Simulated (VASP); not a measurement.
# TiNb3B (Pm-3m) in VASP: relaxation of cell and atoms with PBE

Aim: the relaxation of cell and atoms of TiNb3B with PBE.

All numbers are computed with VASP 6.6.1; they aren't measurements. Logs are shortened: lines on timing, memory, paths and dates and some standing lists are left out, and cuts for length are marked.

## Step 1: The cell of the first run

Symmetry: Pm-3m, No. 221, cubic system. Conventional cell: a = 4.202 Å, b = 4.202 Å, c = 4.202 Å, α = 90.00°, β = 90.00°, γ = 90.00°. Within 2.8 Å of Ti (site symmetry m-3m) lie 6 Nb at 2.10 Å. Within 2.8 Å of Nb (site symmetry 4/mmm) lie 2 Ti at 2.10 Å. Within 3.9 Å of B (site symmetry m-3m) lie 12 Nb at 2.97 Å and 8 Ti at 3.64 Å.

## Step 2: Relaxation of cell and atoms, PBE

File INCAR:

```
  ALGO = Normal
  EDIFF = 1E-6
  EDIFFG = -0.04
  ENCUT = 600
  GGA = PE
  IBRION = 2
  ISIF = 3
  ISMEAR = 0
  LASPH = T
  LCHARG = F
  LREAL = F
  LWAVE = F
  NELM = 60
  NSW = 90
  PREC = Accurate
  SIGMA = 0.1
```

File KPOINTS:

```
k-points
0
Gamma
  4 4 4
```

File POSCAR:

```
TiNb3B
1.0
    4.2019429700      0.0000000000      0.0000000000
    0.0000000000      4.2019429700      0.0000000000
    0.0000000000      0.0000000000      4.2019429700
Ti Nb B
1 3 1
Direct
    0.5000000000      0.5000000000      0.5000000000
    0.0000000000      0.5000000000      0.5000000000
    0.5000000000      0.0000000000      0.5000000000
    0.5000000000      0.5000000000      0.0000000000
    0.0000000000      0.0000000000      0.0000000000
```

Potentials or basis: VASP PAW PBE potentials, release 64 (Ti_sv, Nb_sv, B).

The run is started by

```bash
> cat potpaw_PBE.64/Ti_sv/POTCAR potpaw_PBE.64/Nb_sv/POTCAR potpaw_PBE.64/B/POTCAR > POTCAR
> mpirun -np 1 vasp_std > vasp.out
```

OUTCAR:

```text
EDIFF = 1E-6
   EDIFFG = -0.04
   ENCUT = 600
   GGA = PE
   IBRION = 2
   ISIF = 3
   ISMEAR = 0
   LASPH = T
   LREAL = F
   NELM = 60
   NSW = 90
   PREC = Accurate

 ion  position               nearest neighbor table
   1  0.500  0.500  0.500-   2 2.10   3 2.10   4 2.10   4 2.10   3 2.10   2 2.10
   2  0.000  0.500  0.500-   1 2.10   1 2.10   4 2.97   4 2.97   3 2.97   3 2.97   3 2.97   4 2.97
                             4 2.97   3 2.97
   3  0.500  0.000  0.500-   1 2.10   1 2.10   4 2.97   4 2.97   2 2.97   2 2.97   4 2.97   4 2.97
                             2 2.97   2 2.97
   4  0.500  0.500  0.000-   1 2.10   1 2.10   3 2.97   2 2.97   2 2.97   3 2.97   3 2.97   3 2.97
                             2 2.97   2 2.97
   5  0.000  0.000  0.000-

  LATTYP: Found a simple cubic cell.
 ALAT       =     4.2019429700

  Lattice vectors:

 A1 = (   4.2019429700,   0.0000000000,   0.0000000000)
 A2 = (   0.0000000000,   4.2019429700,   0.0000000000)
 A3 = (   0.0000000000,   0.0000000000,   4.2019429700)

Analysis of symmetry for initial positions (statically):
=====================================================================
 Subroutine PRICEL returns:
 Original cell was already a primitive cell.

 Routine SETGRP: Setting up the symmetry group for a
 simple cubic supercell.

 Subroutine GETGRP returns: Found 48 space group operations
[... 9 lines left out ...]

 Routine SETGRP: Setting up the symmetry group for a
 simple cubic supercell.

 Subroutine GETGRP returns: Found 48 space group operations
[... 11 lines left out ...]
                                     Primitive cell

  volume of cell :      74.1909

  direct lattice vectors                    reciprocal lattice vectors
     4.201942970  0.000000000  0.000000000     0.237985143  0.000000000  0.000000000
     0.000000000  4.201942970  0.000000000     0.000000000  0.237985143  0.000000000
     0.000000000  0.000000000  4.201942970     0.000000000  0.000000000  0.237985143

  length of vectors
     4.201942970  4.201942970  4.201942970     0.237985143  0.237985143  0.237985143

  position of ions in fractional coordinates (direct lattice)
     0.500000000  0.500000000  0.500000000
     0.000000000  0.500000000  0.500000000
     0.500000000  0.000000000  0.500000000
     0.500000000  0.500000000  0.000000000
     0.000000000  0.000000000  0.000000000

  ion indices of the primitive-cell ions
   primitive index   ion index
                 1           1
                 2           2
                 3           3
                 4           4
                 5           5

----------------------------------------------------------------------------------------

 KPOINTS: k-points

Automatic generation of k-mesh.
 Grid dimensions read from file:
 generate k-points for:    4    4    4

 Generating k-lattice:

  Cartesian coordinates                     Fractional coordinates (reciprocal lattice)
     0.059496286  0.000000000  0.000000000     0.250000000  0.000000000  0.000000000
     0.000000000  0.059496286  0.000000000     0.000000000  0.250000000  0.000000000
     0.000000000  0.000000000  0.059496286     0.000000000  0.000000000  0.250000000

  Length of vectors
     0.059496286  0.059496286  0.059496286

  Shift w.r.t. Gamma in fractional coordinates (k-lattice)
     0.000000000  0.000000000  0.000000000

 Subroutine IBZKPT returns following result:
 ===========================================

 Found     10 irreducible k-points:

 Following reciprocal coordinates:
            Coordinates               Weight
  0.000000  0.000000  0.000000      1.000000
  0.250000  0.000000  0.000000      6.000000
  0.500000  0.000000  0.000000      3.000000
  0.250000  0.250000  0.000000     12.000000
  0.500000  0.250000  0.000000     12.000000
  0.500000  0.500000  0.000000      3.000000
  0.250000  0.250000  0.250000      8.000000
  0.500000  0.250000  0.250000     12.000000
  0.500000  0.500000  0.250000      6.000000
  0.500000  0.500000  0.500000      1.000000
   k-points           NKPTS =     10   k-points in BZ     NKDIM =     10   number of bands    NBANDS=     32
   number of dos      NEDOS =    301   number of ions     NIONS =      5
   total plane-waves  NPLWV =  46656
   dimension x,y,z NGX =    36 NGY =   36 NGZ =   36
   dimension x,y,z NGXF=    72 NGYF=   72 NGZF=   72
   ions per type =               1   3   1
   NGX,Y,Z   is equivalent  to a cutoff of  14.24, 14.24, 14.24 a.u.
   NGXF,Y,Z  is equivalent  to a cutoff of  28.49, 28.49, 28.49 a.u.
 SYSTEM =  unknown system
   PREC   = accura    normal or accurate (medium, high low for compatibility)
   ISTART =      0    job   : 0-new  1-cont  2-samecut
   ICHARG =      2    charge: 1-file 2-atom 10-const
   ISPIN  =      1    spin polarized calculation?
   LNONCOLLINEAR =      F non collinear calculations
   LSORBIT =      F    spin-orbit coupling
   LASPH  =      T    aspherical Exc in radial PAW
   ENCUT  =  600.0 eV  44.10 Ry    6.64 a.u.   8.39  8.39  8.39*2*pi/ulx,y,z
   NELM   =     60;   NELMIN=  2; NELMDL= -5     # of ELM steps
   EDIFF  = 0.1E-05   stopping-criterion for ELM
   LREAL  =      F    real-space projection
   EDIFFG = -.4E-01   stopping-criterion for IOM
   NSW    =     90    number of steps for IOM
   IBRION =      2    ionic relax: 0-MD 1-quasi-New 2-CG
   NFREE  =      1    steps in history (QN), initial steepest desc. (CG)
   ISIF   =      3    stress and relaxation
   ISYM   =      2    0-nonsym 1-usesym 2-fastsym
   POTIM  = 0.5000    time-step for ionic-motion
   TEBEG  =    0.0;   TEEND  =   0.0 temperature during run
   PSTRESS=    0.0 pullay stress
   NELECT =      54.0000    total number of electrons
   NUPDOWN=      -1.0000    fix difference up-down
   EMIN   =  10.00;   EMAX   =-10.00  energy-range for DOS
   EFERMI =   0.00;   METHOD = LEGACY
   ISMEAR =     0;   SIGMA  =   0.10  broadening in eV -4-tet -1-fermi 0-gaus
   EFERMI_NEDOS =   21; number of points for ismear=-14 and -15
   IALGO  =     38    algorithm
   IMIX   =      4    mixing-type and parameters
     AMIX     =   0.40;   BMIX     =  1.00
     AMIX_MAG =   1.60;   BMIX_MAG =  1.00
  volume/ion in A,a.u.               =      14.84       100.13
  Fermi-wavevector in a.u.,A,eV,Ry     =   1.472615  2.782839 29.505531  2.168595
  Thomas-Fermi vector in A             =   2.587608
   LORBIT       =      0    0 simple, 1 ext, 2 COOP (PROOUT), +10 PAW based schemes
   GGA     = PE    functional components
   LHFCALC =     F    Hartree Fock is set to
   AEXX    =    0.0000 exact exchange contribution
   IVDW    =     0    specifies the selected vdW correction
   LEPSILON=     F    determine dielectric tensor
   LRPA    =     F    only Hartree local field effects (RPA)
 conjugate gradient relaxation of ions
 non-spin polarized calculation
 Gauss-broadening in eV      SIGMA  =   0.10
  energy-cutoff  :      600.00
  volume of cell :       74.19
 maximum number of plane-waves:      2517
 NGX is ok and might be reduce to    36
   NGX = 17   NGY = 17   NGZ = 17

--------------------------------------- Ionic step        1  -------------------------------------------

 number of electron      53.9999999 magnetization

 Free energy of the ion-electron system (eV)
  ---------------------------------------------------
  ext. energy  EPLUGINS =         0.00000000
  ---------------------------------------------------
  free energy    TOTEN  =       -33.35332756 eV

  energy without entropy =      -33.31936515  energy(sigma->0) =      -33.33634636

 E-fermi :  10.6210     XC(G=0): -12.2936

 val. band max:       10.6131258321   @ k =   0.2500   0.2500   0.0000
 cond. band min:      10.6957611923   @ k =   0.5000   0.5000   0.2500
 fundamental gap:      0.0826353602
 Fermi energy:        10.6210222985

 k-point     1 :       0.0000    0.0000    0.0000
  band No.  band energies     occupation
      1     -45.3603      2.00000
      2     -43.7112      2.00000
      3     -43.7112      2.00000
      4     -42.7995      2.00000
      5     -23.6489      2.00000
      6     -23.6489      2.00000
[... 24 lines left out ...]
     31      12.2376      0.00000
     32      13.4956      0.00000
[... 809 lines left out ...]
 POSITION                                       TOTAL-FORCE (eV/Angst)
 -----------------------------------------------------------------------------------
      2.28714      2.28714      2.28714        -0.000000      0.000000      0.000000
     -0.00000      2.28714      2.28714        -0.000000      0.000000      0.000000
      2.28714      0.00000      2.28714        -0.000000      0.000000      0.000000
      2.28714      2.28714      0.00000         0.000000      0.000000      0.000000
      0.00000      0.00000      0.00000         0.000000      0.000000      0.000000
 -----------------------------------------------------------------------------------
    total drift:                                0.000000      0.000000      0.000000

  FREE ENERGIE OF THE ION-ELECTRON SYSTEM (eV)
  ---------------------------------------------------
  free  energy   TOTEN  =       -35.8385691142 eV

  energy  without entropy=      -35.8137417490  energy(sigma->0) =      -35.82615543

--------------------------------------- Ionic step        5  -------------------------------------------

 number of electron      54.0000000 magnetization

 Free energy of the ion-electron system (eV)
  ---------------------------------------------------
  ext. energy  EPLUGINS =         0.00000000
  ---------------------------------------------------
  free energy    TOTEN  =       -35.83912276 eV

  energy without entropy =      -35.81440845  energy(sigma->0) =      -35.82676560

 E-fermi :   7.7026     XC(G=0): -11.0866

 val. band max:        7.6557928817   @ k =   0.2500   0.2500   0.0000
 cond. band min:       7.7397278805   @ k =   0.5000   0.0000   0.0000
 fundamental gap:      0.0839349987
 Fermi energy:         7.7026449104

 k-point     1 :       0.0000    0.0000    0.0000
  band No.  band energies     occupation
      1     -47.9477      2.00000
      2     -47.0284      2.00000
      3     -47.0284      2.00000
      4     -46.6492      2.00000
      5     -25.4401      2.00000
      6     -25.4401      2.00000
[... 24 lines left out ...]
     31       9.0369      0.00000
     32       9.1272      0.00000
[... 326 lines left out ...]
 VOLUME and BASIS-vectors are now :
 -----------------------------------------------------------------------------
  energy-cutoff  :      600.00
  volume of cell :       95.25
      direct lattice vectors                 reciprocal lattice vectors
     4.566828354  0.000000000 -0.000000000     0.218970349 -0.000000000  0.000000000
     0.000000000  4.566828354  0.000000000    -0.000000000  0.218970349 -0.000000000
    -0.000000000  0.000000000  4.566828354     0.000000000 -0.000000000  0.218970349

 POSITION                                       TOTAL-FORCE (eV/Angst)
 -----------------------------------------------------------------------------------
      2.28341      2.28341      2.28341        -0.000000      0.000000      0.000000
     -0.00000      2.28341      2.28341        -0.000000      0.000000      0.000000
      2.28341      0.00000      2.28341        -0.000000      0.000000      0.000000
      2.28341      2.28341      0.00000         0.000000      0.000000      0.000000
      0.00000      0.00000      0.00000         0.000000      0.000000      0.000000
 -----------------------------------------------------------------------------------
    total drift:                                0.000000      0.000000      0.000000

  FREE ENERGIE OF THE ION-ELECTRON SYSTEM (eV)
  ---------------------------------------------------
  free  energy   TOTEN  =       -35.8391227556 eV

  energy  without entropy=      -35.8144084492  energy(sigma->0) =      -35.82676560

 reached required accuracy - stopping structural energy minimisation
```

Run time: 3.9 min. Hardware: 1 thread of Intel Xeon Platinum 8175M at 2.50GHz (Skylake/Cascade Lake), shared host; peak memory 0.23 GiB.

What came out:

```
Free energy                            : -35.8391 eV
Relaxed volume                         : 19.05 Å³/atom
Relaxed cell                           : a = 4.567 Å, b = 4.567 Å, c = 4.567 Å, α = 90.00°, β = 90.00°, γ = 90.00°
Space group after relaxing (to 0.05 Å) : Pm-3m (No. 221)
Energy gained by relaxing              : 497.2 meV/atom
Ionic steps                            : 5
Pressure after relaxing                : 0.1 GPa
Band gap on the k mesh                 : zero (band 27 reaches 9.04 eV, above the bottom of band 28 at 7.63 eV)
```

Step by step:
```csv
step,energy change (eV),largest force (eV/Å),pressure (GPa),volume (Å³)
1,0.0000,0.0000,46.52,74.19
2,0.0086,0.0000,-16.66,130.73
3,-2.4788,0.0000,-1.56,96.74
4,-2.4852,0.0000,-0.46,95.71
5,-2.4858,0.0000,0.08,95.25
```

Final structure:
```xyz
5
Lattice="4.5668 0.0000 0.0000 0.0000 4.5668 0.0000 0.0000 0.0000 4.5668" Properties=species:S:1:pos:R:3 pbc="T T T"
Ti    2.2834    2.2834    2.2834
Nb    0.0000    2.2834    2.2834
Nb    2.2834    0.0000    2.2834
Nb    2.2834    2.2834    0.0000
B     0.0000    0.0000    0.0000
```

Caveat: the k points lie up to 0.34 Å⁻¹ apart in the final cell; the volume moved by over 15 % at a fixed basis, so the end points are rough.
